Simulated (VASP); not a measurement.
Input of a VASP 6.6.1 run:

INCAR

```
SYSTEM = PC2
PREC = Accurate
ENCUT = 520
EDIFF = 1E-6
ISMEAR = 0
SIGMA = 0.2
LREAL = .FALSE.
LASPH = .TRUE.
NELM = 100
ALGO = Normal
ISIF = 2
LWAVE = .FALSE.
LCHARG = .TRUE.
GGA = PE
LELF = .TRUE.
LVHAR = .TRUE.
NBANDS = 38
```

Contents of KPOINTS:

```
Automatic mesh
0
G
  6 6 4
  0 0 0
```

Contents of POSCAR:

```
PC2
1.0
   -4.6326508980      0.0000585612     -0.0102013338
   -2.3161975496      4.0795703197      0.0009874567
   -1.7811739786     -0.0114211986     -8.1155816471
P C
4 8
Direct
    0.6349521808      1.0004007000      0.5939053758
    0.1352229401      1.0005838654      0.0933824698
    0.8650294726      0.9996278634      0.9061049949
    0.3648156331      0.9993870227      0.4065982369
    0.6574555843      0.3670870469      0.5109643538
    0.1577514652      0.3672807561      0.0105078543
    0.8425343570      0.6329394116      0.9890388596
    0.3422399155      0.6327221257      0.4894881155
    0.4753740785      0.3672127169      0.9890217225
    0.9751018959      0.3669630966      0.4895124154
    0.0245998833      0.6327991829      0.5109730457
    0.5249225937      0.6329962119      0.0105025558
```

Potentials or basis: VASP PAW PBE potentials, release 64 (P, C).

Command:

```console
$ cat potpaw_PBE.64/P/POTCAR potpaw_PBE.64/C/POTCAR > POTCAR
$ mpirun -np 1 vasp_std > vasp.out
```

Problem. Estimate the band gap on the k mesh.

Solution. Zero (band 26 reaches 5.30 eV, above the bottom of band 27 at 4.37 eV).

Problem. Estimate the largest force.

Solution. 0.062 eV/Å.

Problem. Estimate the pressure.

Solution. -0.1 GPa.

Forces on the atoms (eV/Å):
```
P    0.014  0.002  0.061
P    0.014  0.003  0.058
P   -0.013 -0.004 -0.059
P   -0.013  0.000 -0.060
C    0.021 -0.050 -0.026
C    0.020 -0.047 -0.025
C   -0.021  0.046  0.025
C   -0.020  0.047  0.025
C   -0.023 -0.052  0.019
C   -0.023 -0.048  0.022
C    0.020  0.050 -0.020
C    0.023  0.053 -0.020
```
